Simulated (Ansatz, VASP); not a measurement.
## W12CO in VASP and in Ansatz

```xyz
14
Lattice="5.4725 0.0000 0.0000 -1.8242 5.1595 0.0000 0.0000 0.0000 23.4132" Properties=species:S:1:pos:R:3 pbc="T T T"
W     0.9121    1.2899    4.0000
W     0.0000    3.8696    4.0000
W     3.6483    1.2899    4.0000
W     2.7362    3.8696    4.0000
W     0.0000    0.0000    6.1814
W    -0.9121    2.5797    6.1814
W     2.7362    0.0000    6.1814
W     1.8242    2.5797    6.1814
W     0.9121    1.2899    8.3632
W     0.0000    3.8696    8.3632
W     3.6483    1.2899    8.3632
W     2.7362    3.8696    8.3632
O     1.5201    2.1498   12.2632
C     1.5201    2.1498   13.4132
```

Alike in both runs: task single point; functional PBE; dispersion D3(BJ); k mesh 5 × 5 × 1; occupations gaussian, width 0.1 eV; no spin polarisation.

```csv
,VASP,Ansatz
version,VASP 6.6.1,Ansatz 0.2.0
potentials or method,"VASP PAW PBE potentials, release 64 (W_sv, O, C), cutoff 520 eV","scalar-relativistic, plane waves, PAW"
valence electrons in the cell,178,178
```

```tsv
	VASP	Ansatz	Ansatz less VASP
gap on the k mesh at the Fermi level (eV)	none	none	-
rms of the force components (eV/Å)	0.157	0.334	+0.1772
```

Atom by atom the forces differ by 0.178 eV/Å (rms over components). A gap of «none» marks a metal or a gap that the smearing closes. One of these differences is far larger than is usual between the two programs; its cause wasn't traced.

Neither program's run includes spin-orbit coupling. Noted on VASP's run: the standard files for N, O and F lose accuracy on very short bonds.
